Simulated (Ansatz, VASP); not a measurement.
**Two plane-wave programs on TaWC2**

File INCAR:

```
SYSTEM = TaWC2
  PREC = Accurate
  ENCUT = 520
  EDIFF = 1E-6
  ISMEAR = -1
  SIGMA = 0.05
  LREAL = .FALSE.
  LASPH = .TRUE.
  NELM = 150
  ALGO = Normal
  ISIF = 2
  LWAVE = .FALSE.
  LCHARG = .FALSE.
  LMAXMIX = 4
  LDAU = .TRUE.
  LDAUTYPE = 2
  LDAUL = 2 2 -1
  LDAUU = 8 8 0
  LDAUJ = 0 0 0
  LDAUPRINT = 1
  NBANDS = 24
```

File KPOINTS:

```
Automatic mesh
0
G
  10 10 10
  0 0 0
```

File POSCAR:

```
TaWC2
1.0
    1.5718551461      0.9075109917      5.1016196719
   -1.5718551461      0.9075109917      5.1016196719
    0.0000000000     -1.8150219835      5.1016196719
W Ta C
1 1 2
Direct
    0.0000000000      0.0000000000      0.0000000000
    0.5000000000      0.5000000000      0.5000000000
    0.2509330000      0.2509330000      0.2509330000
    0.7490670000      0.7490670000      0.7490670000
```

Contents of input.yaml:

```yaml
crystal:
  lattice:
    - [1.5718551461, 0.9075109917, 5.1016196719]
    - [-1.5718551461, 0.9075109917, 5.1016196719]
    - [0.0, -1.8150219835, 5.1016196719]
  atoms:
    - { symbol: W, position: [0.0, 0.0, 0.0] }
    - { symbol: Ta, position: [0.5, 0.5, 0.5] }
    - { symbol: C, position: [0.250933, 0.250933, 0.250933] }
    - { symbol: C, position: [0.749067, 0.749067, 0.749067] }
hamiltonian:
  xc: lda
  pseudopotentials: { kind: paw }
  hubbard:
    sites: [{ species: Ta, l: d, u_eff: 8.0 }, { species: W, l: d, u_eff: 8.0 }]
kpoints:
  mp_grid: { grid: [10, 10, 10] }
  band_path:
    path:
      - [[0.0, 0.0, 0.0], [0.5, 0.0, 0.0], [0.5, 0.1877624847, -0.1877624847]]
      - [[0.8122375153, 0.5, 0.1877624847], [0.5, 0.5, 0.5], [0.0, 0.0, 0.0], [0.3438812424, 0.0, -0.3438812424]]
      - [[0.6561187576, 0.3438812424, 0.0], [0.5, 0.5, 0.0], [0.6561187576, 0.6561187576, 0.1877624847], [0.5, 0.5, 0.5]]
      - [[0.5, 0.0, 0.0], [0.8122375153, 0.3438812424, 0.3438812424]]
    npoints: 14
scf:
  occupations: { method: fermi_dirac, width: 0.05 }
  n_extra_bands: 10
output:
  forces: true
  stress: true
  eigenvalues: true
  fatbands: false
```

Alike in both runs: functional LDA; k mesh 10 × 10 × 10; occupations fermi-dirac, width 0.05 eV; no spin polarisation; Hubbard terms Ta d U = 8.0 eV, W d U = 8.0 eV.

|  | VASP | Ansatz |
| --- | --- | --- |
| version | VASP 6.6.1 | Ansatz 0.2.0 |
| potentials or method | VASP PAW LDA potentials, release 64 (W_sv, Ta_pv, C) | Ansatz PAW |
| plane-wave cutoff (eV) | 520 | 420 |
| valence electrons in the cell | 33 | 35 |
| task | single point | band structure |

```tsv
	VASP	Ansatz	Ansatz less VASP
gap on the k mesh at the Fermi level (eV)	none	none	-
pressure (GPa)	5.2	-9.5	-14.65
traceless stress, the component that is largest in VASP (GPa)	0.01	-2.56	-2.568
rms of the force components (eV/Å)	0.007	0.182	+0.1754
```

LDA's correlation is that of Perdew and Zunger in VASP and of Perdew and Wang (1992) in Ansatz. The programs project onto different local orbitals, so the same U acts differently, and such runs can settle in different states. Atom by atom the forces differ by 0.189 eV/Å (rms over components). A gap of «none» marks a metal or a gap that the smearing closes. VASP's potentials hold 33 valence electrons a cell and Ansatz's 35, so a difference there can come from the potentials and not from the codes.

Spin-orbit coupling is off throughout.
